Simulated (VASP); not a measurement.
**CuI: single point with revPBE+D4**

Crystal: CuI.

```
I Cu
1.0
     0.00000    2.97739    2.97739
     2.97739    0.00000    2.97739
     2.97739    2.97739    0.00000
I Cu
1 1
Cartesian
  0.0000 0.0000 0.0000
  4.4661 4.4661 4.4661
```

* Program: VASP 6.6.1
* Task: single point
* Functional: revPBE
* Dispersion: D4
* Potentials or basis: VASP PAW PBE potentials, release 64 (I, Cu)
* Cutoff: 520 eV
* k mesh: 8 × 8 × 8
* Occupations: fermi-dirac, width 0.05 eV
* Spin: no spin polarisation

* Pressure: 0.0 GPa
* Band gap on the k mesh: 1.39 eV
* Dispersion energy per atom: -0.643 eV

Levels at points of the mesh, in eV from the valence-band top:
```csv
k point,band 5,band 6,band 7,band 8,band 9,band 10,band 11,band 12,band 13,band 14
"(0.00, 0.00, 0.00)",-2.06,-2.06,0.00,0.00,0.00,1.39,4.83,4.83,4.83,8.40
"(0.50, 0.00, 0.00)",-2.03,-2.03,-1.98,-0.79,-0.79,2.27,5.39,5.39,7.61,9.47
"(0.50, 0.50, 0.00)",-2.09,-1.99,-1.97,-1.68,-1.68,2.68,2.92,9.68,10.07,10.07
```

Run time: 22 s on 1 thread of AMD EPYC 7R43 64-Core Processor (Zen 3), with other jobs on the host, peak memory 0.15 GiB.

Caveat: the PAW data sets were made with another functional, which shifts forces and pressure a little; spin-orbit coupling is left out, which moves the levels of the heavy elements.
